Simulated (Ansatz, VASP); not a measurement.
**Cd2HgS3: VASP beside Ansatz**

```xyz
6
Lattice="3.6232 -2.0553 0.0000 3.6232 2.0553 0.0000 -1.1097 0.0000 9.6920" Properties=species:S:1:pos:R:3 pbc="T T T"
Cd    5.5916   -0.8314    1.5814
Cd    0.5450   -0.8314    8.1105
Hg    3.0683   -0.7892    4.8460
S     3.6232    0.0658    0.0000
S     4.6718   -0.8622    6.6054
S     1.4648   -0.8622    3.0865
```

Alike in both runs: functional PBE; k mesh 8 × 8 × 4; occupations gaussian, width 0.02 eV; no spin polarisation.

Ansatz relaxed the structure, and its values are those at the end. VASP's run is a single point on that final structure, the one shown.

```csv
,VASP,Ansatz
version,VASP 6.6.1,Ansatz 0.2.0
potentials or method,"VASP PAW PBE potentials, release 64 (Cd, Hg, S), cutoff 520 eV","scalar-relativistic, plane waves, PAW"
valence electrons in the cell,54,78
```

VASP gave:

```
gap on the k mesh at the Fermi level (eV) : 1.05
least direct gap on the mesh (eV)         : 1.11
pressure (GPa)                            : 0.3
rms of the force components (eV/Å)        : 0.020
```

Question: What did Ansatz give for the same quantities?

Answer: gap on the k mesh at the Fermi level (eV): 1.04; least direct gap on the mesh (eV): 1.10; pressure (GPa): 0.0; rms of the force components (eV/Å): 0.001.

The functional is the same, so the differences come from potentials, cutoffs and numerics. VASP's potentials hold 54 valence electrons a cell and Ansatz's 78, so a difference there can come from the potentials and not from the codes.

Spin-orbit coupling is off throughout.
